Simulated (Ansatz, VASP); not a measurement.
# W: VASP beside Ansatz

INCAR

```
SYSTEM = W
  PREC = Accurate
  ENCUT = 520
  EDIFF = 1E-7
  ISMEAR = -1
  SIGMA = 0.05
  LREAL = .FALSE.
  LASPH = .TRUE.
  NELM = 100
  ALGO = Normal
  ISIF = 2
  LWAVE = .FALSE.
  LCHARG = .TRUE.
  GGA = PS
  LELF = .TRUE.
  LVHAR = .TRUE.
  NBANDS = 13
```

File KPOINTS:

```
Automatic mesh
0
G
  19 19 19
  0 0 0
```

POSCAR

```
W
1.0
   -1.5445831247      1.5445831247      1.5445831247
    1.5445831247     -1.5445831247      1.5445831247
    1.5445831247      1.5445831247     -1.5445831247
W
1
Direct
    0.0000000000      0.0000000000      0.0000000000
```

Input for Ansatz:

```yaml
crystal:
  lattice:
    - [-1.5445831247, 1.5445831247, 1.5445831247]
    - [1.5445831247, -1.5445831247, 1.5445831247]
    - [1.5445831247, 1.5445831247, -1.5445831247]
  atoms:
    - { symbol: W, position: [0.0, 0.0, 0.0] }
kpoints:
  mp_grid: { grid: [19, 19, 19] }
scf:
  occupations: { method: fermi_dirac, width: 0.05 }
hamiltonian:
  xc: pbesol
  pseudopotentials: { kind: paw }
output:
  forces: true
  stress: true
  eigenvalues: true
  populations: true
```

Change from the starting cell: volume scaled by 0.94, PAW files.

Alike in both runs: task single point; functional PBEsol; k mesh 19 × 19 × 19; occupations fermi-dirac, width 0.05 eV; no spin polarisation.

|  | VASP | Ansatz |
| --- | --- | --- |
| version | VASP 6.6.1 | Ansatz 0.2.0 |
| potentials or method | VASP PAW PBE potentials, release 64 (W_sv) | PAW with Ansatz's default frozen-core files, scalar-relativistic |
| plane-wave cutoff (eV) | 520 | 420 |
| valence electrons in the cell | 14 | 14 |

Ansatz gave:

| Quantity | Value |
| --- | --- |
| pressure (GPa) | 22.8 |

Estimate VASP's values.

pressure (GPa): 23.8.

VASP's potentials were made for PBE, not for PBEsol.

Neither program's run includes spin-orbit coupling.
